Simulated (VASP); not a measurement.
# Si2W (MoSi2 type) (I4/mmm) in VASP: further runs, part 3 of 3

VASP 6.6.1. Earlier steps stand in the parts before.

## 7. Relaxation of cell and atoms, PBE

This run uses another cell than the first one, of 12.38 Å³/atom, 0.906 times its volume.

Contents of INCAR:

```
PREC = Accurate ; ENCUT = 600
EDIFF = 1E-6 ; ISMEAR = -1
SIGMA = 0.05 ; LREAL = F
LASPH = T ; NELM = 60
ALGO = Normal ; ISIF = 3
LWAVE = F ; LCHARG = F
GGA = PE ; IBRION = 2
NSW = 60 ; EDIFFG = -0.005
```

Contents of KPOINTS:

```
Automatic mesh
0
Gamma
  15 15 15
```

Contents of POSCAR:

```
Si2W
1.0
   -1.5592157582      1.5592157582      3.8200786076
    1.5592157582     -1.5592157582      3.8200786076
    1.5592157582      1.5592157582     -3.8200786076
W Si
1 2
Direct
    0.0000000000      0.0000000000      0.0000000000
    0.3350000000      0.3350000000      0.0000000000
   -0.3350000000     -0.3350000000      0.0000000000
```

Potentials or basis: VASP PAW PBE potentials, release 64 (W_sv, Si).

Started as:

```bash
$ cat potpaw_PBE.64/W_sv/POTCAR potpaw_PBE.64/Si/POTCAR > POTCAR
$ mpirun -np 1 vasp_std > vasp.out
```

OUTCAR:

```text
PREC = Accurate
   ENCUT = 600
   EDIFF = 1E-6
   ISMEAR = -1
   LREAL = F
   LASPH = T
   NELM = 60
   ISIF = 3
   GGA = PE
   IBRION = 2
   NSW = 60
   EDIFFG = -0.005

 ion  position               nearest neighbor table
   1  0.000  0.000  0.000-   3 2.54   3 2.54   3 2.54   2 2.54   3 2.54   2 2.54   2 2.54   2 2.54
                             2 2.56   3 2.56
   2  0.335  0.335  0.000-   3 2.52   1 2.54   1 2.54   1 2.54   1 2.54   3 2.56   3 2.56   3 2.56
                             3 2.56   1 2.56
   3  0.665  0.665  0.000-   2 2.52   1 2.54   1 2.54   1 2.54   1 2.54   2 2.56   2 2.56   2 2.56
                             2 2.56   1 2.56

  LATTYP: Found a body centered tetragonal cell.
 ALAT       =     3.1184315164
 C/A-ratio  =     2.4500000000

  Lattice vectors:

 A1 = (  -1.5592157582,   1.5592157582,   3.8200786076)
 A2 = (   1.5592157582,  -1.5592157582,   3.8200786076)
 A3 = (   1.5592157582,   1.5592157582,  -3.8200786076)

Analysis of symmetry for initial positions (statically):
=====================================================================
 Subroutine PRICEL returns:
 Original cell was already a primitive cell.

 Routine SETGRP: Setting up the symmetry group for a
 body centered tetragonal supercell.

 Subroutine GETGRP returns: Found 16 space group operations
 (whereof 16 operations were pure point group operations)
 out of a pool of 16 trial point group operations.

The static configuration has the point symmetry D_4h.

Analysis of symmetry for dynamics (positions and initial velocities):
=====================================================================
 Subroutine PRICEL returns:
 Original cell was already a primitive cell.

 Routine SETGRP: Setting up the symmetry group for a
 body centered tetragonal supercell.

 Subroutine GETGRP returns: Found 16 space group operations
 (whereof 16 operations were pure point group operations)
 out of a pool of 16 trial point group operations.

The dynamic configuration has the point symmetry D_4h.

 Subroutine INISYM returns: Found 16 space group operations
 (whereof 16 operations are pure point group operations),
[... 148 lines left out ...]
------------------------ aborting loop because EDIFF is reached ----------------------------------------

  FORCE on cell =-STRESS in cart. coord.  units (eV):
  Direction    XX          YY          ZZ          XY          YZ          ZX
  --------------------------------------------------------------------------------------
  -------------------------------------------------------------------------------------
  Total        6.2896416      6.2896416      6.4398176      0.0000000     -0.0000000     -0.0000000
  in kB      271.2637494    271.2637494    277.7406350      0.0000000     -0.0000000     -0.0000000
  external PRESSURE =     273.4227113 kB  Pullay stress =       0.0000000 kB
[... 24 lines left out ...]
--------------------------------------- Ionic step        2  -------------------------------------------

 number of electron      22.0000000 magnetization

 E-fermi :   9.1283     XC(G=0): -11.5744

 val. band max:        9.1009771528   @ k =  -0.3333   0.3333   0.3333
 cond. band min:       9.1290106011   @ k =  -0.4000  -0.4667   0.3333
 fundamental gap:      0.0280334483
 Fermi energy:         9.1283499576

 k-point     1 :       0.0000    0.0000    0.0000
  band No.  band energies     occupation
      1     -65.1094      2.00000
      2     -29.2477      2.00000
      3     -29.2477      2.00000
      4     -29.2263      2.00000
      5      -3.2311      2.00000
      6       3.6431      2.00000
      7       5.1633      2.00000
      8       6.7866      2.00000
      9       6.8895      2.00000
     10       6.8895      2.00000
     11       9.7091      0.00002
     12      10.8093      0.00000
     13      11.9370      0.00000
     14      11.9370      0.00000
[... 482 lines left out ...]
  FREE ENERGIE OF THE ION-ELECTRON SYSTEM (eV)
  ---------------------------------------------------
  free  energy   TOTEN  =       -24.8124851136 eV

  energy  without entropy=      -24.8100273086  energy(sigma->0) =      -24.81125621

[... ionic steps 4 to 8 ...]

--------------------------------------- Ionic step        9  -------------------------------------------

 number of electron      22.0000000 magnetization

------------------------ aborting loop because EDIFF is reached ----------------------------------------
[... 69 lines left out ...]
--------------------------------------- Ionic step       11  -------------------------------------------

 number of electron      22.0000000 magnetization

 Free energy of the ion-electron system (eV)
  ---------------------------------------------------
  ext. energy  EPLUGINS =         0.00000000
  ---------------------------------------------------
  free energy    TOTEN  =       -24.81533329 eV

  energy without entropy =      -24.81314830  energy(sigma->0) =      -24.81424080

 E-fermi :  11.7465     XC(G=0): -12.4582

 val. band max:       11.7338715738   @ k =  -0.2667  -0.2667   0.2000
 cond. band min:      11.7804369840   @ k =  -0.4000   0.4000   0.4000
 fundamental gap:      0.0465654102
 Fermi energy:        11.7464525298

 k-point     1 :       0.0000    0.0000    0.0000
  band No.  band energies     occupation
      1     -62.1364      2.00000
      2     -26.3830      2.00000
      3     -26.3695      2.00000
      4     -26.3695      2.00000
      5      -2.2066      2.00000
      6       4.9950      2.00000
      7       7.9914      2.00000
      8       8.5034      2.00000
      9       8.9438      2.00000
     10       8.9438      2.00000
     11      12.3518      0.00001
     12      14.3928      0.00000
     13      14.7299      0.00000
     14      14.7813      0.00000
[... 445 lines left out ...]
  FREE ENERGIE OF THE ION-ELECTRON SYSTEM (eV)
  ---------------------------------------------------
  free  energy   TOTEN  =       -24.8153332888 eV

  energy  without entropy=      -24.8131483039  energy(sigma->0) =      -24.81424080

 reached required accuracy - stopping structural energy minimisation
```

OSZICAR:

```text
N       E                     dE             d eps       ncg     rms          rms(c)
DAV:   1     0.140159284253E+03    0.14016E+03   -0.12289E+04  8640   0.167E+03
DAV:   2    -0.205890110179E+02   -0.16075E+03   -0.15868E+03  9879   0.392E+02
DAV:   3    -0.252591469903E+02   -0.46701E+01   -0.45341E+01 11559   0.554E+01
[... 85 lines left out ...]
       N       E                     dE             d eps       ncg     rms          rms(c)
DAV:   1    -0.248153448843E+02   -0.32154E-04   -0.96378E-04  9914   0.278E-01    0.455E-02
DAV:   2    -0.248153354310E+02    0.94533E-05   -0.51089E-05 10663   0.638E-02    0.117E-02
DAV:   3    -0.248153334130E+02    0.20180E-05   -0.45987E-06 10032   0.158E-02    0.405E-03
DAV:   4    -0.248153332888E+02    0.12419E-06   -0.84743E-07  4761   0.854E-03
  11 F= -.24815333E+02 E0= -.24814241E+02  d E =-.215046E-04
```

CONTCAR:

```text
Si2W
   1.00000000000000
    -1.6149144422031336    1.6149144422031336    3.9338763782786055
     1.6149144422031336   -1.6149144422031336    3.9338763782786055
     1.6149144422031336    1.6149144422031336   -3.9338763782786055
  W               Si
     1     2
Direct
     1.0000000000000000    1.0000000000000000    0.0000000000000000
     0.3345439473965012    0.3345439473965012    1.0000000000000000
     0.6654560526034987    0.6654560526034987    0.0000000000000000

  0.00000000E+00  0.00000000E+00  0.00000000E+00
  0.00000000E+00  0.00000000E+00  0.00000000E+00
  0.00000000E+00  0.00000000E+00  0.00000000E+00
```

Run time: 12 min. Hardware: 1 thread of Intel Xeon 6975P-C (Granite Rapids), shared host; peak memory 0.35 GiB.

Results:

* Free energy: -24.8153 eV
* Relaxed volume: 13.68 Å³/atom
* Relaxed cell: a = 4.549 Å, b = 4.549 Å, c = 4.549 Å, α = 138.41°, β = 138.41°, γ = 60.28°
* Space group after relaxing (to 0.05 Å): I4/mmm (No. 139)
* Energy gained by relaxing: 101.5 meV/atom
* Ionic steps: 11
* Pressure after relaxing: 0.0 GPa
* Band gap on the k mesh: zero (band 11 reaches 12.48 eV, above the bottom of band 12 at 11.29 eV)

Forces in eV/Å, atoms in the order of the input:
```
W    0.000  0.000  0.000
Si   0.000  0.000  0.002
Si   0.000  0.000 -0.002
```

Step by step:
```csv
step,energy change (eV),largest force (eV/Å),pressure (GPa),volume (Å³)
1,0.0000,0.3881,27.34,37.15
2,0.6074,0.5655,-27.69,49.71
3,-0.3017,0.0961,-1.30,41.24
4,-0.3028,0.0767,-0.13,41.02
5,-0.3028,0.0700,0.32,40.94
6,-0.3043,0.0147,0.26,40.99
7,-0.3045,0.0287,0.28,40.98
8,-0.3045,0.0122,-0.34,41.10
9,-0.3046,0.0200,-0.05,41.04
10,-0.3046,0.0191,-0.07,41.05
11,-0.3046,0.0021,-0.02,41.04
```

Final structure:
```
CELL_PARAMETERS angstrom
-1.61491 1.61491 3.93388
1.61491 -1.61491 3.93388
1.61491 1.61491 -3.93388
ATOMIC_POSITIONS crystal
W 0.00000 0.00000 0.00000
Si 0.33454 0.33454 0.00000
Si 0.66546 0.66546 0.00000
```

Levels at points of the mesh, in eV from the Fermi level:
```
           k point  band 8  band 9  band 10  band 11  band 12  band 13  band 14  band 15
(0.00, 0.00, 0.00)   -3.24   -2.80    -2.80     0.61     2.65     2.98     3.03     3.03
```

Caveat: spin-orbit coupling is left out, which moves the levels of the heavy elements.

## 8. Summary

| task | cell | k mesh | cutoff (eV) | gap on the mesh (eV) | pressure (GPa) |
| --- | --- | --- | --- | --- | --- |
| single point | a = 4.548 Å, angles 138.4, 138.4, 60.3°, 3 atoms | 14 × 14 × 14 | 520 | none | 0.1 |
| single point | a = 4.548 Å, angles 138.4, 138.4, 60.3°, 3 atoms | 15 × 15 × 15 | 520 | none | 0.1 |
| relaxation of cell and atoms | relaxed to 0.026 GPa from a = 4.559 Å, angles 138.6, 138.6, 60.0°, 3 atoms | 14 × 14 × 14 | 600 | none | 0.0 |
| relaxation of cell and atoms | relaxed to 0.026 GPa from a = 4.548 Å, angles 138.4, 138.4, 60.3°, 3 atoms | 14 × 14 × 14 | 600 | none | 0.0 |
| relaxation of cell and atoms | relaxed from a = 4.411 Å, angles 138.6, 138.6, 60.0°, 3 atoms | 15 × 15 × 15 | 600 | none | 0.0 |

Alike in all rows: level PBE; potentials or basis VASP PAW PBE potentials, release 64 (W_sv, Si); no spin polarisation; smearing fermi-dirac 0.05 eV.

Caveats: spin-orbit coupling is left out, which moves the levels of the heavy elements; the cell is relaxed towards a set pressure, so the enthalpy falls and the energy may rise (some runs).

Total energies depend on the potentials used, so only differences within one code and one set of settings carry meaning.
